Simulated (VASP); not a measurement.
# InAs (F-43m) in VASP: settings compared

InAs is run at these levels: PBE, r2SCAN; tasks: single point.

Everything below comes from runs of VASP 6.6.1. Logs are shortened: lines on timing, memory, paths and dates and some standing lists are left out, and cuts for length are marked.

**1. The cell of the first run**

Symmetry: F-43m, No. 216, cubic system. Conventional cell: a = 6.109 Å, b = 6.109 Å, c = 6.109 Å, α = 90.00°, β = 90.00°, γ = 90.00°. In (site symmetry -43m) has 4 As at 2.65 Å within 3.5 Å. As (site symmetry -43m) has 4 In at 2.65 Å within 3.5 Å.

**2. Single point, PBE**

INCAR reads:

```
ALGO = Normal
EDIFF = 1E-6
ENCUT = 500
GGA = PE
GGA_COMPAT = False
ISIF = 2
ISMEAR = 1
LASPH = True
LCHARG = False
LREAL = False
LWAVE = False
NBANDS = 16
NELM = 120
PREC = Accurate
SIGMA = 0.001
```

KPOINTS reads:

```
k-points
0
Gamma
  6 6 6
```

POSCAR reads:

```
InAs
1.0
    0.0000000000      3.0545904655      3.0545904655
    3.0545904655      0.0000000000      3.0545904655
    3.0545904655      3.0545904655      0.0000000000
In As
1 1
Direct
    0.0000000000      0.0000000000      0.0000000000
    0.2500000000      0.2500000000      0.2500000000
```

Potentials or basis: VASP PAW PBE potentials, release 64 (In_d, As).

Started as:

```sh
$ cat potpaw_PBE.64/In_d/POTCAR potpaw_PBE.64/As/POTCAR > POTCAR
$ mpirun -np 1 vasp_std > vasp.out
```

OUTCAR:

```text
EDIFF = 1E-6
   ENCUT = 500
   GGA = PE
   ISIF = 2
   ISMEAR = 1
   LASPH = True
   LREAL = False
   NELM = 120
   PREC = Accurate

 ion  position               nearest neighbor table
   1  0.000  0.000  0.000-   2 2.65   2 2.65   2 2.65   2 2.65
   2  0.250  0.250  0.250-   1 2.65   1 2.65   1 2.65   1 2.65

  LATTYP: Found a face centered cubic cell.
 ALAT       =     6.1091809310

  Lattice vectors:

 A1 = (   0.0000000000,   3.0545904655,   3.0545904655)
 A2 = (   3.0545904655,   0.0000000000,   3.0545904655)
 A3 = (   3.0545904655,   3.0545904655,   0.0000000000)

Analysis of symmetry for initial positions (statically):
=====================================================================
 Subroutine PRICEL returns:
 Original cell was already a primitive cell.

 Routine SETGRP: Setting up the symmetry group for a
 face centered cubic supercell.

 Subroutine GETGRP returns: Found 24 space group operations
 (whereof 24 operations were pure point group operations)
 out of a pool of 48 trial point group operations.

The static configuration has the point symmetry T_d .

Analysis of symmetry for dynamics (positions and initial velocities):
=====================================================================
 Subroutine PRICEL returns:
 Original cell was already a primitive cell.

 Routine SETGRP: Setting up the symmetry group for a
 face centered cubic supercell.

 Subroutine GETGRP returns: Found 24 space group operations
 (whereof 24 operations were pure point group operations)
 out of a pool of 48 trial point group operations.

The dynamic configuration has the point symmetry T_d .

 Subroutine INISYM returns: Found 24 space group operations
 (whereof 24 operations are pure point group operations),
 and found     1 'primitive' translations

----------------------------------------------------------------------------------------

                                     Primitive cell

  volume of cell :      57.0019

  direct lattice vectors                    reciprocal lattice vectors
     0.000000000  3.054590466  3.054590466    -0.163688064  0.163688064  0.163688064
     3.054590466  0.000000000  3.054590466     0.163688064 -0.163688064  0.163688064
     3.054590466  3.054590466  0.000000000     0.163688064  0.163688064 -0.163688064

  length of vectors
     4.319843264  4.319843264  4.319843264     0.283516044  0.283516044  0.283516044

[... 70 lines left out ...]
   NELM   =    120;   NELMIN=  2; NELMDL= -5     # of ELM steps
   EDIFF  = 0.1E-05   stopping-criterion for ELM
   LREAL  =      F    real-space projection
   EDIFFG = 0.1E-04   stopping-criterion for IOM
   NSW    =      0    number of steps for IOM
   IBRION =     -1    ionic relax: 0-MD 1-quasi-New 2-CG
   NFREE  =      0    steps in history (QN), initial steepest desc. (CG)
   ISIF   =      2    stress and relaxation
   ISYM   =      2    0-nonsym 1-usesym 2-fastsym
   POTIM  = 0.5000    time-step for ionic-motion
   TEBEG  =    0.0;   TEEND  =   0.0 temperature during run
   PSTRESS=    0.0 pullay stress
   NELECT =      18.0000    total number of electrons
   NUPDOWN=      -1.0000    fix difference up-down
   EMIN   =  10.00;   EMAX   =-10.00  energy-range for DOS
   EFERMI =   0.00;   METHOD = LEGACY
   ISMEAR =     1;   SIGMA  =   0.00  broadening in eV -4-tet -1-fermi 0-gaus
   EFERMI_NEDOS =   21; number of points for ismear=-14 and -15
   IALGO  =     38    algorithm
   IMIX   =      4    mixing-type and parameters
     AMIX     =   0.40;   BMIX     =  1.00
     AMIX_MAG =   1.60;   BMIX_MAG =  1.00
  volume/ion in A,a.u.               =      28.50       192.33
  Fermi-wavevector in a.u.,A,eV,Ry     =   1.114815  2.106694 16.909480  1.242812
  Thomas-Fermi vector in A             =   2.251413
   LORBIT       =      0    0 simple, 1 ext, 2 COOP (PROOUT), +10 PAW based schemes
   GGA     = PE    functional components
   LHFCALC =     F    Hartree Fock is set to
   AEXX    =    0.0000 exact exchange contribution
   IVDW    =     0    specifies the selected vdW correction
   LEPSILON=     F    determine dielectric tensor
   LRPA    =     F    only Hartree local field effects (RPA)
 non-spin polarized calculation
 Methfessel and Paxton  Order N= 1 SIGMA  =   0.00
  energy-cutoff  :      500.00
  volume of cell :       57.00
 maximum number of plane-waves:      1464
   NGX = 15   NGY = 15   NGZ = 15

 number of electron      17.9999996 magnetization

 Free energy of the ion-electron system (eV)
  ---------------------------------------------------
  ext. energy  EPLUGINS =         0.00000000
  ---------------------------------------------------
  free energy    TOTEN  =        -7.68696969 eV

  energy without entropy =       -7.68696623  energy(sigma->0) =       -7.68696853

 E-fermi :   4.2089     XC(G=0):  -8.9561

 val. band max:        4.2086656092   @ k =   0.0000   0.0000   0.0000
 cond. band min:       5.0965561304   @ k =   0.5000   0.0000   0.0000
 fundamental gap:      0.8878905212
 Fermi energy:         4.2088668631

 k-point     1 :       0.0000    0.0000    0.0000
  band No.  band energies     occupation
      1     -10.1301      2.00000
      2     -10.1301      2.00000
      3     -10.1301      2.00000
      4     -10.0169      2.00000
      5     -10.0169      2.00000
      6      -7.4584      2.00000
[... 281 lines left out ...]
      3     -10.0623      2.00000
      4     -10.0362      2.00000
      5     -10.0046      2.00000
      6      -5.5387      2.00000
[... 8 lines left out ...]
     15      15.6674      0.00000
     16      15.9138      0.00000

------------------------ aborting loop because EDIFF is reached ----------------------------------------

  FORCE on cell =-STRESS in cart. coord.  units (eV):
  Direction    XX          YY          ZZ          XY          YZ          ZX
  --------------------------------------------------------------------------------------
  -------------------------------------------------------------------------------------
  Total        0.7593805      0.7593805      0.7593805      0.0000000      0.0000000      0.0000000
  in kB       21.3442575     21.3442575     21.3442575      0.0000000      0.0000000      0.0000000
  external PRESSURE =      21.3442575 kB  Pullay stress =       0.0000000 kB

 VOLUME and BASIS-vectors are now :
 -----------------------------------------------------------------------------
  energy-cutoff  :      500.00
  volume of cell :       57.00
      direct lattice vectors                 reciprocal lattice vectors
     0.000000000  3.054590466  3.054590466    -0.163688064  0.163688064  0.163688064
     3.054590466  0.000000000  3.054590466     0.163688064 -0.163688064  0.163688064
     3.054590466  3.054590466  0.000000000     0.163688064  0.163688064 -0.163688064

 POSITION                                       TOTAL-FORCE (eV/Angst)
 -----------------------------------------------------------------------------------
      0.00000      0.00000      0.00000        -0.000000      0.000000     -0.000000
      1.52730      1.52730      1.52730         0.000000     -0.000000      0.000000
 -----------------------------------------------------------------------------------
    total drift:                               -0.000000     -0.000000      0.000000

  FREE ENERGIE OF THE ION-ELECTRON SYSTEM (eV)
  ---------------------------------------------------
  free  energy   TOTEN  =        -7.6869696871 eV

  energy  without entropy=       -7.6869662301  energy(sigma->0) =       -7.68696853
```

It took 11 s on 1 thread of Intel Xeon Platinum 8259CL at 2.50GHz (Skylake/Cascade Lake), shared host; peak memory 0.18 GiB.

What came out:

- Free energy: -7.6870 eV
- Pressure: 2.1 GPa
- Band gap on the k mesh: zero (filled and empty bands touch)

Caveat: semilocal functionals underestimate gaps, so a narrow gap can read as zero; spin-orbit coupling is left out, which moves the levels of the heavy elements.

**3. Single point, r2SCAN**

POSCAR is that of step 2.

INCAR.step1 reads:

```
  PREC = Accurate
  ENCUT = 550
  ISMEAR = -1
  SIGMA = 0.02
  LREAL = F
  LASPH = T
  NELM = 120
  NBANDS = 16
  GGA = PE
  ALGO = Normal
  EDIFF = 1E-5
  LWAVE = T
  LCHARG = F
  GGA_COMPAT = F
```

INCAR.step2 reads:

```
  PREC = Accurate
  ENCUT = 550
  EDIFF = 1E-6
  ISMEAR = -1
  SIGMA = 0.02
  LREAL = F
  LASPH = T
  NELM = 120
  ALGO = Normal
  ISIF = 2
  LWAVE = F
  LCHARG = T
  METAGGA = R2SCAN
  LMIXTAU = T
  LELF = T
  LVHAR = T
  NBANDS = 16
  ISTART = 1
  GGA_COMPAT = F
```

KPOINTS reads:

```
regular mesh
0
Gamma
  6 6 6
```

Potentials or basis: VASP PAW PBE potentials, release 64 (In_d, As).

Started as:

```sh
$ cat potpaw_PBE.64/In_d/POTCAR potpaw_PBE.64/As/POTCAR > POTCAR
$ cp INCAR.step1 INCAR
$ mpirun -np 1 vasp_std > vasp.out
$ cp INCAR.step2 INCAR
$ mpirun -np 1 vasp_std > vasp.out
```

Run time: 77 s. Hardware: 1 thread of Intel Xeon Platinum 8259CL at 2.50GHz (Skylake/Cascade Lake), shared host; peak memory 0.22 GiB.

It converged, with:

```
Free energy            : -38.0456 eV
Pressure               : 0.0 GPa
Band gap on the k mesh : 0.08 eV
```

Levels at points of the mesh, in eV from the valence-band top:
| k point | band 7 | band 8 | band 9 | band 10 | band 11 | band 12 |
| --- | --- | --- | --- | --- | --- | --- |
| (0.00, 0.00, 0.00) | 0.00 | 0.00 | 0.00 | 0.08 | 4.25 | 4.25 |
| (0.50, 0.00, 0.00) | -5.72 | -0.97 | -0.97 | 1.24 | 5.02 | 5.02 |
| (0.50, 0.50, 0.00) | -5.81 | -2.29 | -2.29 | 1.87 | 2.34 | 9.62 |

Caveat: the PAW data sets were made with another functional, which shifts forces and pressure a little; spin-orbit coupling is left out, which moves the levels of the heavy elements.

**4. Single point, PBE, collinear spin, zero start**

INCAR reads:

```
ALGO = Normal
EDIFF = 1E-6
ENCUT = 500
GGA = PE
GGA_COMPAT = F
ISIF = 2
ISMEAR = -1
ISPIN = 2
LASPH = T
LCHARG = T
LELF = T
LORBIT = 11
LREAL = F
LVHAR = T
LWAVE = F
MAGMOM = 0 0
NBANDS = 20
NELM = 200
PREC = Accurate
SIGMA = 0.02
```

KPOINTS reads:

```
k-points
0
Gamma
  6 6 6
```

POSCAR is that of step 3.

Started as:

```sh
$ cat potpaw_PBE.64/In_d/POTCAR potpaw_PBE.64/As/POTCAR > POTCAR
$ mpirun -np 1 vasp_std > vasp.out
```

Wall time 32 s (1 thread of Intel Xeon Platinum 8259CL at 2.50GHz (Skylake/Cascade Lake), shared host); peak memory 0.21 GiB.

It converged, with:

- Free energy: -7.6873 eV
- Pressure: 2.1 GPa
- Band gap on the k mesh: zero (filled and empty bands touch)
- Net moment: 0.00 μB per cell
- Valence electrons inside the program's atomic spheres: In 11.44; As 2.80

Levels at points of the mesh, in eV from the Fermi level:
Spin up:
```tsv
k point	band 6	band 7	band 8	band 9	band 10	band 11	band 12	band 13
(0.00, 0.00, 0.00)	-11.68	-0.37	-0.01	-0.01	-0.01	3.87	3.87	3.87
(0.50, 0.00, 0.00)	-10.30	-5.63	-0.96	-0.96	0.87	4.64	4.64	6.80
(0.50, 0.50, 0.00)	-9.79	-5.72	-2.24	-2.24	1.58	2.04	8.98	9.04
```
Spin down:
```csv
k point,band 6,band 7,band 8,band 9,band 10,band 11,band 12,band 13
"(0.00, 0.00, 0.00)",-11.68,-0.37,-0.01,-0.01,-0.01,3.87,3.87,3.87
"(0.50, 0.00, 0.00)",-10.30,-5.63,-0.96,-0.96,0.87,4.64,4.64,6.80
"(0.50, 0.50, 0.00)",-9.79,-5.72,-2.24,-2.24,1.58,2.04,8.98,9.04
```

Caveat: semilocal functionals underestimate gaps, so a narrow gap can read as zero; spin-orbit coupling is left out, which moves the levels of the heavy elements.

**5. Overview**

```tsv
level	spin	cutoff (eV)	smearing	gap on the mesh (eV)	pressure (GPa)
PBE	off	500	methfessel-paxton 0.001 eV	none	2.1
r2SCAN	off	550	fermi-dirac 0.02 eV	0.08	0.0
PBE	collinear, zero start	500	fermi-dirac 0.02 eV	none	2.1
```

Alike in all rows: task single point; potentials or basis VASP PAW PBE potentials, release 64 (In_d, As); cell as given; k mesh 6 × 6 × 6.

On the cell as given the gap runs from zero (PBE) to 0.08 eV (r2SCAN). The pressure there spans 0.0 GPa (r2SCAN) to 2.1 GPa (PBE); a positive pressure means that this level wants a larger cell, a negative one a smaller.

Caveats: spin-orbit coupling is left out, which moves the levels of the heavy elements; semilocal functionals underestimate gaps, so a narrow gap can read as zero (at least some runs); the PAW data sets were made with another functional, which shifts forces and pressure a little (at least some runs).

Total energies depend on the potentials used, so only differences within one code and one set of settings carry meaning.
